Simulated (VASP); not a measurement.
## TiH: single point with PBEsol

Crystal: TiH.

```xyz
2
Lattice="2.6251 0.0000 0.0000 0.0000 2.6251 0.0000 0.0000 0.0000 2.6251" Properties=species:S:1:pos:R:3 pbc="T T T"
Ti    0.0000    0.0000    0.0000
H     1.3125    1.3125    1.3125
```

* Program: VASP 6.6.1
* Task: single point
* Functional: PBEsol
* Potentials or basis: VASP PAW PBE potentials, release 64 (Ti_sv, H)
* Cutoff: 520 eV
* k mesh: 7 × 7 × 7
* Occupations: fermi-dirac, width 0.1 eV
* Spin: no spin polarisation
* Dipole correction: no
* Further INCAR settings: ALGO = Normal; EDIFF = 1e-06; NBANDS = 14

```json
{
 "Pressure": "-0.2 GPa"
}
```

Levels at points of the mesh, in eV from the Fermi level:
| k point | band 3 | band 4 | band 5 | band 6 | band 7 | band 8 | band 9 | band 10 | band 11 | band 12 |
| --- | --- | --- | --- | --- | --- | --- | --- | --- | --- | --- |
| (0.00, 0.00, 0.00) | -32.13 | -32.13 | -9.59 | -1.53 | -1.53 | 3.92 | 3.92 | 3.92 | 11.10 | 13.61 |

It took 5.9 s on 1 thread of Intel Xeon 6975P-C, on a shared host, peak memory 0.12 GiB.

Caveat: the PAW data sets were made with another functional, which shifts forces and pressure a little.
